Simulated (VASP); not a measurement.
Runs of VASP 6.6.1 on AlFe. The structure is that of space group Pm-3m (No. 221), or close to it. The cells are those of the table. 

| task | level | U | cell | k mesh | gap on the mesh (eV) | pressure (GPa) | relaxed volume (Å³/atom) |
| --- | --- | --- | --- | --- | --- | --- | --- |
| single point | RPBE | - | a = 2.892 Å, 2 atoms | 9 × 9 × 9 | none | -0.2 | - |
| relaxation of cell and atoms | PBEsol+U | Fe d U = 6.0 eV | relaxed from a = 2.934 Å, 2 atoms | 6 × 6 × 6, shifted | none | 0.0 | (b) |
| single point | PBEsol+U | Fe d U = 6.0 eV | a = 2.856 Å, 2 atoms | 6 × 6 × 6, shifted | none | -3.1 | - |
| single point | PBEsol | - | a = 2.841 Å, 2 atoms | 6 × 6 × 6 | none | (a) | - |
| relaxation of cell and atoms | RPBE | - | relaxed from a = 2.934 Å, 2 atoms | 9 × 9 × 9 | none | 0.0 | 12.08 |
| relaxation of cell and atoms | PBEsol | - | relaxed from a = 2.934 Å, 2 atoms | 6 × 6 × 6 | none | -0.1 | 11.48 |

Alike in all rows: potentials or basis VASP PAW PBE potentials, release 64 (Al, Fe); no spin polarisation; cutoff (eV) 600; smearing fermi-dirac 0.1 eV.

Fill in the values left out.

(a) 0.1; (b) 11.43.

Caveats: some runs use coarse meshes; the PAW data sets were made with another functional, which shifts forces and pressure a little; the run has no spin polarisation, though such a crystal can be magnetic; U without spin polarisation on a metal has little footing (at least some runs); the U is typed as a test and isn't derived for this compound (at least some runs).

A gap of «none» marks levels without a gap at the run's occupations.
